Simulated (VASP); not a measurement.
# WSe2 (P6_3/mmc) in VASP: single point with r2SCAN

Aim: the single point of WSe2 with r2SCAN.

All numbers are computed with VASP 6.6.1; they aren't measurements. Logs are shortened: lines on timing, memory, paths and dates and some standing lists are left out, and cuts for length are marked.

**The experiment to reproduce.**

“Time-resolved XUV ARPES with tunable 24–33 eV laser pulses at 30 meV resolution”, 2019, pmc:6684652 reports, for a bulk crystal of WSe2: band gap 1.3 eV (indirect).

The runs below are set against these values where they give the same quantity.

## 1. The cell of the first run

It takes space group P6_3/mmc (No. 194, hexagonal). The conventional cell has a = 3.315 Å, b = 3.315 Å, c = 13.711 Å, α = 90.00°, β = 90.00°, γ = 120.00°. W (site symmetry -6m2) has 6 Se at 2.53 Å and 6 W at 3.32 Å within 3.4 Å. Within 3.4 Å of Se (site symmetry 3m) lie 3 W at 2.53 Å and 7 Se at 3.32 Å.

## 2. Single point, r2SCAN

Contents of POSCAR:

```
WSe2
1.0
    3.3152385058      0.0000000000      0.0000000000
   -1.6576192529      2.8710807656      0.0000000000
    0.0000000000      0.0000000000     13.7114352976
W Se
2 4
Direct
    0.3333333333      0.6666666667      0.2500000000
    0.6666666667      0.3333333333      0.7500000000
    0.3333333333      0.6666666667      0.6288227360
    0.6666666667      0.3333333333      0.1288227360
    0.3333333333      0.6666666667      0.8711772640
    0.6666666667      0.3333333333      0.3711772640
```

Contents of INCAR.step1:

```
SYSTEM = WSe2
ALGO     = Normal         ! electronic algorithm
EDIFF    = 1E-4           ! SCF threshold, eV
ENCUT    = 520            ! plane-wave cutoff, eV
GGA      = PE             ! functional
ISMEAR   = 0              ! smearing method
LASPH    = .TRUE.         ! aspherical terms in the spheres
LCHARG   = .FALSE.        ! write CHGCAR
LREAL    = .FALSE.        ! projectors in reciprocal space
LWAVE    = .TRUE.         ! write WAVECAR
NBANDS   = 35             ! bands
NELM     = 80             ! most SCF steps
PREC     = Accurate       ! precision mode
SIGMA    = 0.02           ! smearing width, eV
```

Contents of INCAR.step2:

```
SYSTEM = WSe2
ALGO     = Normal         ! electronic algorithm
EDIFF    = 1E-6           ! SCF threshold, eV
ENCUT    = 520            ! plane-wave cutoff, eV
ISIF     = 2              ! what is computed and relaxed
ISMEAR   = 0              ! smearing method
ISTART   = 1            
LASPH    = .TRUE.         ! aspherical terms in the spheres
LCHARG   = .FALSE.        ! write CHGCAR
LMIXTAU  = .TRUE.       
LREAL    = .FALSE.        ! projectors in reciprocal space
LWAVE    = .FALSE.        ! write WAVECAR
METAGGA  = R2SCAN         ! meta-GGA
NBANDS   = 35             ! bands
NELM     = 80             ! most SCF steps
PREC     = Accurate       ! precision mode
SIGMA    = 0.02           ! smearing width, eV
```

Contents of KPOINTS:

```
k-points
0
G
  12 12 2
  0 0 0
```

Potentials or basis: VASP PAW PBE potentials, release 64 (W_sv, Se).

On the command line:

```console
$ cat potpaw_PBE.64/W_sv/POTCAR potpaw_PBE.64/Se/POTCAR > POTCAR
$ cp INCAR.step1 INCAR
$ mpirun -np 1 vasp_std > vasp.out
$ cp INCAR.step2 INCAR
$ mpirun -np 1 vasp_std > vasp.out
```

OUTCAR:

```text
SYSTEM = WSe2
   EDIFF = 1E-6
   ENCUT = 520
   ISIF = 2
   ISMEAR = 0
   ISTART = 1
   LASPH = .TRUE.
   LREAL = .FALSE.
   METAGGA = R2SCAN
   NELM = 80
   PREC = Accurate

 ion  position               nearest neighbor table
   1  0.333  0.667  0.250-   4 2.53   6 2.53   4 2.53   6 2.53   4 2.53   6 2.53
   2  0.667  0.333  0.750-   3 2.53   5 2.53   3 2.53   5 2.53   3 2.53   5 2.53
   3  0.333  0.667  0.629-   2 2.53   2 2.53   2 2.53
   4  0.667  0.333  0.129-   1 2.53   1 2.53   1 2.53
   5  0.333  0.667  0.871-   2 2.53   2 2.53   2 2.53
   6  0.667  0.333  0.371-   1 2.53   1 2.53   1 2.53

  LATTYP: Found a hexagonal cell.
 ALAT       =     3.3152385058
 C/A-ratio  =     4.1358820108

  Lattice vectors:

 A1 = (   3.3152385058,   0.0000000000,   0.0000000000)
 A2 = (  -1.6576192529,   2.8710807656,   0.0000000000)
 A3 = (   0.0000000000,   0.0000000000,  13.7114352976)

Analysis of symmetry for initial positions (statically):
=====================================================================
 Subroutine PRICEL returns:
 Original cell was already a primitive cell.

 Routine SETGRP: Setting up the symmetry group for a
 hexagonal supercell.

 Subroutine GETGRP returns: Found 24 space group operations
 (whereof 12 operations were pure point group operations)
 out of a pool of 24 trial point group operations.

The static configuration has the point symmetry D_3d.
 The point group associated with its full space group is D_6h.

Analysis of symmetry for dynamics (positions and initial velocities):
=====================================================================
 Subroutine PRICEL returns:
 Original cell was already a primitive cell.

 Routine SETGRP: Setting up the symmetry group for a
 hexagonal supercell.

 Subroutine GETGRP returns: Found 24 space group operations
 (whereof 12 operations were pure point group operations)
 out of a pool of 24 trial point group operations.

The dynamic configuration has the point symmetry D_3d.
 The point group associated with its full space group is D_6h.

 Subroutine INISYM returns: Found 24 space group operations
 (whereof 12 operations are pure point group operations),
 and found     1 'primitive' translations

----------------------------------------------------------------------------------------

                                     Primitive cell

  volume of cell :     130.5098

  direct lattice vectors                    reciprocal lattice vectors
     3.315238506  0.000000000  0.000000000     0.301637423  0.174150447  0.000000000
    -1.657619253  2.871080766  0.000000000     0.000000000  0.348300895  0.000000000
     0.000000000  0.000000000 13.711435298     0.000000000  0.000000000  0.072931825

  length of vectors
     3.315238506  3.315238506 13.711435298     0.348300895  0.348300895  0.072931825

  position of ions in fractional coordinates (direct lattice)
     0.333333333  0.666666667  0.250000000
     0.666666667  0.333333333  0.750000000
     0.333333333  0.666666667  0.628822736
     0.666666667  0.333333333  0.128822736
     0.333333333  0.666666667  0.871177264
     0.666666667  0.333333333  0.371177264

  ion indices of the primitive-cell ions
   primitive index   ion index
                 1           1
                 2           2
                 3           3
                 4           4
                 5           5
                 6           6

----------------------------------------------------------------------------------------

 KPOINTS: k-points

Automatic generation of k-mesh.
 Grid dimensions read from file:
 generate k-points for:   12   12    2

 Generating k-lattice:

  Cartesian coordinates                     Fractional coordinates (reciprocal lattice)
     0.025136452  0.014512537  0.000000000     0.083333333 -0.000000000  0.000000000
     0.000000000  0.029025075  0.000000000     0.000000000  0.083333333  0.000000000
     0.000000000  0.000000000  0.036465913     0.000000000  0.000000000  0.500000000

  Length of vectors
     0.029025075  0.029025075  0.036465913

  Shift w.r.t. Gamma in fractional coordinates (k-lattice)
     0.000000000  0.000000000  0.000000000

 Subroutine IBZKPT returns following result:
 ===========================================

 Found     38 irreducible k-points:

 Following reciprocal coordinates:
            Coordinates               Weight
  0.000000  0.000000  0.000000      1.000000
  0.083333 -0.000000  0.000000      6.000000
  0.166667 -0.000000  0.000000      6.000000
  0.250000 -0.000000  0.000000      6.000000
  0.333333 -0.000000  0.000000      6.000000
  0.416667 -0.000000  0.000000      6.000000
[... 16 lines left out ...]
  0.250000 -0.000000  0.500000      6.000000
  0.333333 -0.000000  0.500000      6.000000
 [... further k-points ...]
   k-points           NKPTS =     38   k-points in BZ     NKDIM =     38   number of bands    NBANDS=     35
   number of dos      NEDOS =    301   number of ions     NIONS =      6
   total plane-waves  NPLWV =  84672
   dimension x,y,z NGX =    28 NGY =   28 NGZ =  108
   dimension x,y,z NGXF=    56 NGYF=   56 NGZF=  216
   ions per type =               2   4
   NGX,Y,Z   is equivalent  to a cutoff of  14.04, 14.04, 13.09 a.u.
   NGXF,Y,Z  is equivalent  to a cutoff of  28.08, 28.08, 26.19 a.u.
 SYSTEM =  WSe2
   PREC   = accura    normal or accurate (medium, high low for compatibility)
   ISTART =      1    job   : 0-new  1-cont  2-samecut
   ICHARG =      0    charge: 1-file 2-atom 10-const
   ISPIN  =      1    spin polarized calculation?
   LNONCOLLINEAR =      F non collinear calculations
   LSORBIT =      F    spin-orbit coupling
   LASPH  =      T    aspherical Exc in radial PAW
   ENCUT  =  520.0 eV  38.22 Ry    6.18 a.u.   6.16  6.16 25.49*2*pi/ulx,y,z
   NELM   =     80;   NELMIN=  2; NELMDL=  0     # of ELM steps
   EDIFF  = 0.1E-05   stopping-criterion for ELM
   LREAL  =      F    real-space projection
   EDIFFG = 0.1E-04   stopping-criterion for IOM
   NSW    =      0    number of steps for IOM
   IBRION =     -1    ionic relax: 0-MD 1-quasi-New 2-CG
   NFREE  =      0    steps in history (QN), initial steepest desc. (CG)
   ISIF   =      2    stress and relaxation
   ISYM   =      2    0-nonsym 1-usesym 2-fastsym
   POTIM  = 0.5000    time-step for ionic-motion
   TEBEG  =    0.0;   TEEND  =   0.0 temperature during run
   PSTRESS=    0.0 pullay stress
   NELECT =      52.0000    total number of electrons
   NUPDOWN=      -1.0000    fix difference up-down
   EMIN   =  10.00;   EMAX   =-10.00  energy-range for DOS
   EFERMI =   0.00;   METHOD = LEGACY
   ISMEAR =     0;   SIGMA  =   0.02  broadening in eV -4-tet -1-fermi 0-gaus
   EFERMI_NEDOS =   21; number of points for ismear=-14 and -15
   IALGO  =     38    algorithm
   IMIX   =      4    mixing-type and parameters
     AMIX     =   0.40;   BMIX     =  1.00
     AMIX_MAG =   1.60;   BMIX_MAG =  1.00
  volume/ion in A,a.u.               =      21.75       146.79
  Fermi-wavevector in a.u.,A,eV,Ry     =   1.204652  2.276462 19.744588  1.451186
  Thomas-Fermi vector in A             =   2.340371
   LORBIT       =      0    0 simple, 1 ext, 2 COOP (PROOUT), +10 PAW based schemes
   METAGGA = R2SCAN    functional components
   LHFCALC =     F    Hartree Fock is set to
   AEXX    =    0.0000 exact exchange contribution
   IVDW    =     0    specifies the selected vdW correction
   LEPSILON=     F    determine dielectric tensor
   LRPA    =     F    only Hartree local field effects (RPA)
 non-spin polarized calculation
 Gauss-broadening in eV      SIGMA  =   0.02
  energy-cutoff  :      520.00
  volume of cell :      130.51
 maximum number of plane-waves:      3538
 NGX is ok and might be reduce to    28
   NGX = 13   NGY = 13   NGZ = 51

 number of electron      51.9999998 magnetization

 Free energy of the ion-electron system (eV)
  ---------------------------------------------------
  ext. energy  EPLUGINS =         0.00000000
  ---------------------------------------------------
  free energy    TOTEN  =      -163.59334127 eV

  energy without entropy =     -163.59334127  energy(sigma->0) =     -163.59334127

 E-fermi :   5.2953     XC(G=0): -10.9050

 val. band max:        5.2115463588   @ k =   0.0000   0.0000   0.0000
 cond. band min:       6.5518263482   @ k =   0.1667   0.1667   0.0000
 fundamental gap:      1.3402799894
 Fermi energy:         5.2952857926

 k-point     1 :       0.0000    0.0000    0.0000
  band No.  band energies     occupation
      1     -71.0165      2.00000
      2     -71.0164      2.00000
      3     -34.5944      2.00000
      4     -34.5944      2.00000
      5     -34.4921      2.00000
      6     -34.4921      2.00000
[... 27 lines left out ...]
     34       8.2961      0.00000
     35      10.1194      0.00000

 k-point     2 :       0.0833   -0.0000    0.0000
  band No.  band energies     occupation
      1     -71.0157      2.00000
      2     -71.0157      2.00000
      3     -34.5914      2.00000
      4     -34.5914      2.00000
      5     -34.5078      2.00000
      6     -34.5078      2.00000
[... 27 lines left out ...]
     34       8.2777      0.00000
     35      10.6966      0.00000

 k-point     3 :       0.1667   -0.0000    0.0000
  band No.  band energies     occupation
      1     -71.0138      2.00000
      2     -71.0138      2.00000
      3     -34.5830      2.00000
      4     -34.5830      2.00000
      5     -34.5504      2.00000
      6     -34.5504      2.00000
[... 27 lines left out ...]
     34       8.7267      0.00000
     35      11.5868      0.00000
[... 723 lines left out ...]
 k-point    23 :       0.2500   -0.0000    0.5000
  band No.  band energies     occupation
      1     -71.0111      2.00000
      2     -71.0111      2.00000
      3     -34.6082      2.00000
      4     -34.6082      2.00000
      5     -34.5716      2.00000
      6     -34.5716      2.00000
[... 27 lines left out ...]
     34       9.1085      0.00000
     35      12.1255      0.00000

 k-point    24 :       0.3333   -0.0000    0.5000
  band No.  band energies     occupation
      1     -71.0084      2.00000
      2     -71.0084      2.00000
      3     -34.6653      2.00000
      4     -34.6653      2.00000
      5     -34.5602      2.00000
      6     -34.5602      2.00000
[... 27 lines left out ...]
     34       9.4087      0.00000
     35      11.4137      0.00000

 [... further k-points ...]

------------------------ aborting loop because EDIFF is reached ----------------------------------------

  FORCE on cell =-STRESS in cart. coord.  units (eV):
  Direction    XX          YY          ZZ          XY          YZ          ZX
  --------------------------------------------------------------------------------------
  -------------------------------------------------------------------------------------
  Total        0.2394102      0.2394102      0.2946594      0.0000000      0.0000000      0.0000000
  in kB        2.9390717      2.9390717      3.6173266      0.0000000      0.0000000      0.0000000
  external PRESSURE =       3.1651567 kB  Pullay stress =       0.0000000 kB

 VOLUME and BASIS-vectors are now :
 -----------------------------------------------------------------------------
  energy-cutoff  :      520.00
  volume of cell :      130.51
      direct lattice vectors                 reciprocal lattice vectors
     3.315238506  0.000000000  0.000000000     0.301637423  0.174150447  0.000000000
    -1.657619253  2.871080766  0.000000000     0.000000000  0.348300895  0.000000000
     0.000000000  0.000000000 13.711435298     0.000000000  0.000000000  0.072931825

 POSITION                                       TOTAL-FORCE (eV/Angst)
 -----------------------------------------------------------------------------------
     -0.00000      1.91405      3.42786        -0.000000     -0.000000      0.000000
      1.65762      0.95703     10.28358         0.000000     -0.000000      0.000000
     -0.00000      1.91405      8.62206         0.000000     -0.000000     -0.044716
      1.65762      0.95703      1.76634        -0.000000     -0.000000     -0.044716
     -0.00000      1.91405     11.94509         0.000000      0.000000      0.044716
      1.65762      0.95703      5.08937         0.000000      0.000000      0.044716
 -----------------------------------------------------------------------------------
    total drift:                               -0.000000      0.000000     -0.000000

  FREE ENERGIE OF THE ION-ELECTRON SYSTEM (eV)
  ---------------------------------------------------
  free  energy   TOTEN  =      -163.5933412655 eV

  energy  without entropy=     -163.5933412655  energy(sigma->0) =     -163.59334127
```

Run time: 22 min. Hardware: 1 thread of Intel Xeon 8259CL, shared host; peak memory 0.36 GiB.

Results:

| Quantity | Value |
| --- | --- |
| Free energy | -163.5933 eV |
| Pressure | 0.3 GPa |
| Largest force | 0.045 eV/Å |
| Band gap on the k mesh | 1.34 eV (least direct gap 1.58 eV) |

Forces in eV/Å, atoms in the order of the input:
```
W    0.000  0.000  0.000
W    0.000  0.000  0.000
Se   0.000  0.000 -0.045
Se   0.000  0.000 -0.045
Se   0.000  0.000  0.045
Se   0.000  0.000  0.045
```

Levels at points of the mesh, in eV from the valence-band top:
```csv
k point,band 24,band 25,band 26,band 27,band 28,band 29
"(0.00, 0.00, 0.00)",-1.49,-0.84,0.00,2.84,2.84,2.87
"(0.50, 0.00, 0.00)",-1.30,-1.28,-1.22,2.26,2.29,2.57
"(0.00, 0.00, 0.50)",-1.61,-0.24,-0.24,2.85,2.85,2.85
"(0.50, 0.00, 0.50)",-1.33,-1.26,-1.26,2.27,2.27,2.67
```

Caveat: the PAW data sets were made with another functional, which shifts forces and pressure a little; spin-orbit coupling is left out, which moves the levels of the heavy elements.

## 3. Against experiment

Step 2. Against the measured gap of WSe2, 1.3 eV (indirect; “Time-resolved XUV ARPES with tunable 24–33 eV laser pulses at 30 meV resolution”, 2019, pmc:6684652), the calculated 1.34 eV is off by +0.04 eV. Spin-orbit coupling on Se, W is left out. The value is that of r2SCAN on a finite k mesh, which can miss the band edges, without temperature or zero-point motion.
